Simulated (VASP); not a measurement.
Wanted: the native input for a VASP 6.6.1 run.

```
Task                   : single point
Functional             : PBE
Potentials or basis    : VASP PAW PBE potentials, release 64 (Li_sv, P, S)
Cutoff                 : 750 eV
k mesh                 : 3 × 3 × 2
Occupations            : gaussian, width 0.15 eV
Spin                   : no spin polarisation
Dipole correction      : no
Further INCAR settings : ALGO = Normal; EDIFF = 1e-06; NBANDS = 37
```

The structure of LiPS3 lies in POSCAR:

```
LiPS3
1.0
    2.2704014401     -6.6093587041      0.0000000000
    2.2704014401      6.6093587041      0.0000000000
    0.0000000000      0.0000000000      7.2875394826
Li P S
2 2 6
Direct
    0.5705486690      0.4294513310      0.2500000000
    0.4294513310      0.5705486690      0.7500000000
    0.1081963277      0.8918036723      0.7500000000
    0.8918036723      0.1081963277      0.2500000000
    0.4706203405      0.9784502732      0.2500000000
    0.0215497268      0.5293796595      0.2500000000
    0.0000000000      0.0000000000      0.5000000000
    0.5293796595      0.0215497268      0.7500000000
    0.9784502732      0.4706203405      0.7500000000
    0.0000000000      0.0000000000      0.0000000000
```

The cell was built from a structure type or drawn by symmetry, and may not be a known phase.

These files were run (other wordings do the same):

INCAR

```
ALGO = Normal
EDIFF = 1E-6
ENCUT = 750
GGA = PE
GGA_COMPAT = F
ISIF = 2
ISMEAR = 0
LASPH = T
LCHARG = F
LREAL = F
LWAVE = F
NBANDS = 37
NELM = 120
PREC = Accurate
SIGMA = 0.15
```

KPOINTS

```
k-points
0
Gamma
  3 3 2
```

Potentials or basis: VASP PAW PBE potentials, release 64 (Li_sv, P, S).

Run with:

```sh
$ cat potpaw_PBE.64/Li_sv/POTCAR potpaw_PBE.64/P/POTCAR potpaw_PBE.64/S/POTCAR > POTCAR
$ mpirun -np 1 vasp_std > vasp.out
```

It gave:

```yaml
Pressure: 0.0 GPa
Largest_force: 0.082 eV/Å
Band_gap_on_the_k_mesh: 0.33 eV (least direct gap 0.40 eV)
```

Caveat: the k points lie up to 0.49 Å⁻¹ apart; an odd mesh through Γ misses points on the zone boundary, where band edges can lie.

It took 110 s on 1 thread of Intel(R) Xeon(R) 6975P-C (Granite Rapids) (shared host), peak memory 0.6 GiB.
